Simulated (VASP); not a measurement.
# SrO (Pm-3m) in VASP: notebook

SrO is run at these levels: r2SCAN, PBE; tasks: single point.

Program: VASP 6.6.1. These are calculated values, not measurements. Logs are shortened: lines on timing, memory, paths and dates and some standing lists are left out, and cuts for length are marked.

## (1) The cell of the first run

The structure is cubic, space group Pm-3m (No. 221). Conventional cell: a = 3.072 Å, b = 3.072 Å, c = 3.072 Å, α = 90.00°, β = 90.00°, γ = 90.00°. Within 3.5 Å of Sr (site symmetry m-3m) lie 8 O at 2.66 Å and 6 Sr at 3.07 Å. Within 3.5 Å of O (site symmetry m-3m) lie 8 Sr at 2.66 Å and 6 O at 3.07 Å.

## (2) Single point, r2SCAN (volume changed by -3%)

File POSCAR:

```
SrO
1.0
    3.0715208563      0.0000000000      0.0000000000
    0.0000000000      3.0715208563      0.0000000000
    0.0000000000      0.0000000000      3.0715208563
Sr O
1 1
Direct
    0.0000000000      0.0000000000      0.0000000000
    0.5000000000      0.5000000000      0.5000000000
```

File INCAR.step1:

```
SYSTEM = SrO
PREC     = Accurate       ! precision mode
ENCUT    = 520            ! plane-wave cutoff, eV
ISMEAR   = 0              ! smearing method
SIGMA    = 0.01           ! smearing width, eV
LREAL    = .FALSE.        ! projectors in reciprocal space
LASPH    = .TRUE.         ! aspherical terms in the spheres
NELM     = 80             ! most SCF steps
NBANDS   = 15             ! bands
GGA      = PE             ! functional
ALGO     = Normal         ! electronic algorithm
EDIFF    = 1E-4           ! SCF threshold, eV
LWAVE    = .TRUE.         ! write WAVECAR
LCHARG   = .FALSE.        ! write CHGCAR
```

File INCAR.step2:

```
SYSTEM = SrO
PREC     = Accurate       ! precision mode
ENCUT    = 520            ! plane-wave cutoff, eV
EDIFF    = 1E-6           ! SCF threshold, eV
ISMEAR   = 0              ! smearing method
SIGMA    = 0.01           ! smearing width, eV
LREAL    = .FALSE.        ! projectors in reciprocal space
LASPH    = .TRUE.         ! aspherical terms in the spheres
NELM     = 80             ! most SCF steps
ALGO     = Normal         ! electronic algorithm
ISIF     = 2              ! what is computed and relaxed
LWAVE    = .FALSE.        ! write WAVECAR
LCHARG   = .FALSE.        ! write CHGCAR
METAGGA  = R2SCAN         ! meta-GGA
LMIXTAU  = .TRUE.       
NBANDS   = 15             ! bands
ISTART   = 1
```

File KPOINTS:

```
Automatic mesh
0
G
  6 6 6
  0 0 0
```

Potentials or basis: VASP PAW PBE potentials, release 64 (Sr_sv, O).

Launch:

```
$ cat potpaw_PBE.64/Sr_sv/POTCAR potpaw_PBE.64/O/POTCAR > POTCAR
$ cp INCAR.step1 INCAR
$ mpirun -np 1 vasp_std > vasp.out
$ cp INCAR.step2 INCAR
$ mpirun -np 1 vasp_std > vasp.out
```

OUTCAR:

```text
SYSTEM = SrO
   PREC = Accurate
   ENCUT = 520
   EDIFF = 1E-6
   ISMEAR = 0
   LREAL = .FALSE.
   LASPH = .TRUE.
   NELM = 80
   ISIF = 2
   METAGGA = R2SCAN
   ISTART = 1

 ion  position               nearest neighbor table
   1  0.000  0.000  0.000-   2 2.66   2 2.66   2 2.66   2 2.66   2 2.66   2 2.66   2 2.66   2 2.66

   2  0.500  0.500  0.500-   1 2.66   1 2.66   1 2.66   1 2.66   1 2.66   1 2.66   1 2.66   1 2.66

  LATTYP: Found a simple cubic cell.
 ALAT       =     3.0715208563

  Lattice vectors:

 A1 = (   3.0715208563,   0.0000000000,   0.0000000000)
 A2 = (   0.0000000000,   3.0715208563,   0.0000000000)
 A3 = (   0.0000000000,   0.0000000000,   3.0715208563)

Analysis of symmetry for initial positions (statically):
=====================================================================
 Subroutine PRICEL returns:
 Original cell was already a primitive cell.

 Routine SETGRP: Setting up the symmetry group for a
 simple cubic supercell.

 Subroutine GETGRP returns: Found 48 space group operations
 (whereof 48 operations were pure point group operations)
 out of a pool of 48 trial point group operations.

The static configuration has the point symmetry O_h .

Analysis of symmetry for dynamics (positions and initial velocities):
=====================================================================
 Subroutine PRICEL returns:
 Original cell was already a primitive cell.

 Routine SETGRP: Setting up the symmetry group for a
 simple cubic supercell.

 Subroutine GETGRP returns: Found 48 space group operations
 (whereof 48 operations were pure point group operations)
 out of a pool of 48 trial point group operations.

The dynamic configuration has the point symmetry O_h .

 Subroutine INISYM returns: Found 48 space group operations
 (whereof 48 operations are pure point group operations),
 and found     1 'primitive' translations

----------------------------------------------------------------------------------------

                                     Primitive cell

  volume of cell :      28.9775

  direct lattice vectors                    reciprocal lattice vectors
     3.071520856  0.000000000  0.000000000     0.325571613  0.000000000  0.000000000
     0.000000000  3.071520856  0.000000000     0.000000000  0.325571613  0.000000000
     0.000000000  0.000000000  3.071520856     0.000000000  0.000000000  0.325571613

  length of vectors
[... 87 lines left out ...]
   PSTRESS=    0.0 pullay stress
   NELECT =      16.0000    total number of electrons
   NUPDOWN=      -1.0000    fix difference up-down
   EMIN   =  10.00;   EMAX   =-10.00  energy-range for DOS
   EFERMI =   0.00;   METHOD = LEGACY
   ISMEAR =     0;   SIGMA  =   0.01  broadening in eV -4-tet -1-fermi 0-gaus
   EFERMI_NEDOS =   21; number of points for ismear=-14 and -15
   IALGO  =     38    algorithm
   IMIX   =      4    mixing-type and parameters
     AMIX     =   0.40;   BMIX     =  1.00
     AMIX_MAG =   1.60;   BMIX_MAG =  1.00
  volume/ion in A,a.u.               =      14.49        97.77
  Fermi-wavevector in a.u.,A,eV,Ry     =   1.343058  2.538011 24.542245  1.803804
  Thomas-Fermi vector in A             =   2.471162
   LORBIT       =      0    0 simple, 1 ext, 2 COOP (PROOUT), +10 PAW based schemes
   METAGGA = R2SCAN    functional components
   LHFCALC =     F    Hartree Fock is set to
   AEXX    =    0.0000 exact exchange contribution
   IVDW    =     0    specifies the selected vdW correction
   LEPSILON=     F    determine dielectric tensor
   LRPA    =     F    only Hartree local field effects (RPA)
 non-spin polarized calculation
 Gauss-broadening in eV      SIGMA  =   0.01
  energy-cutoff  :      520.00
  volume of cell :       28.98
 maximum number of plane-waves:       804
 NGX is ok and might be reduce to    24
   NGX = 11   NGY = 11   NGZ = 11

 number of electron      16.0000007 magnetization

 Free energy of the ion-electron system (eV)
  ---------------------------------------------------
  ext. energy  EPLUGINS =         0.00000000
  ---------------------------------------------------
  free energy    TOTEN  =       -26.27228080 eV

  energy without entropy =      -26.27228080  energy(sigma->0) =      -26.27228080

 E-fermi :   3.2019     XC(G=0): -11.5755

 val. band max:        3.0264266591   @ k =   0.5000   0.5000   0.0000
 cond. band min:       6.2682136375   @ k =   0.0000   0.0000   0.0000
 fundamental gap:      3.2417869784
 Fermi energy:         3.2019422717

 k-point     1 :       0.0000    0.0000    0.0000
  band No.  band energies     occupation
      1     -31.9474      2.00000
      2     -13.6712      2.00000
      3     -12.4528      2.00000
      4     -12.4528      2.00000
      5     -12.4528      2.00000
      6       2.9889      2.00000
      7       2.9889      2.00000
      8       2.9889      2.00000
      9       6.2682      0.00000
     10       6.2682      0.00000
     11       9.0224      0.00000
     12      14.4356      0.00000
     13      14.4356      0.00000
     14      14.4356      0.00000
[... 329 lines left out ...]
      2     -13.6196      2.00000
      3     -13.6196      2.00000
      4     -13.6196      2.00000
      5     -12.9546      2.00000
      6      -0.0578      2.00000
      7      -0.0578      2.00000
      8      -0.0578      2.00000
      9      12.2664      0.00000
     10      12.2664      0.00000
     11      12.2664      0.00000
     12      17.2450      0.00000
     13      17.2450      0.00000
     14      18.3493      0.00000
     15      18.3493      0.00000

------------------------ aborting loop because EDIFF is reached ----------------------------------------

  FORCE on cell =-STRESS in cart. coord.  units (eV):
  Direction    XX          YY          ZZ          XY          YZ          ZX
  --------------------------------------------------------------------------------------
  -------------------------------------------------------------------------------------
  Total        0.7568166      0.7568166      0.7568166     -0.0000000     -0.0000000     -0.0000000
  in kB       41.8447360     41.8447360     41.8447360     -0.0000000     -0.0000000     -0.0000000
  external PRESSURE =      41.8447360 kB  Pullay stress =       0.0000000 kB

 VOLUME and BASIS-vectors are now :
 -----------------------------------------------------------------------------
  energy-cutoff  :      520.00
  volume of cell :       28.98
      direct lattice vectors                 reciprocal lattice vectors
     3.071520856  0.000000000  0.000000000     0.325571613  0.000000000  0.000000000
     0.000000000  3.071520856  0.000000000     0.000000000  0.325571613  0.000000000
     0.000000000  0.000000000  3.071520856     0.000000000  0.000000000  0.325571613

 POSITION                                       TOTAL-FORCE (eV/Angst)
 -----------------------------------------------------------------------------------
      0.00000      0.00000      0.00000         0.000000      0.000000      0.000000
      1.53576      1.53576      1.53576         0.000000      0.000000      0.000000
 -----------------------------------------------------------------------------------
    total drift:                                0.000000      0.000000     -0.000000

  FREE ENERGIE OF THE ION-ELECTRON SYSTEM (eV)
  ---------------------------------------------------
  free  energy   TOTEN  =       -26.2722808000 eV

  energy  without entropy=      -26.2722808000  energy(sigma->0) =      -26.27228080
```

It took 13 s on 1 thread of Intel Xeon 6975P-C (Granite Rapids), shared host; peak memory 0.14 GiB.

What came out:

```
Free energy            : -26.2723 eV
Pressure               : 4.2 GPa
Band gap on the k mesh : 3.24 eV, indirect (least direct gap 3.28 eV)
```

Caveat: the PAW data sets were made with another functional, which shifts forces and pressure a little. A k mesh can miss the band edges.

(Continued in part 2 of 2.)
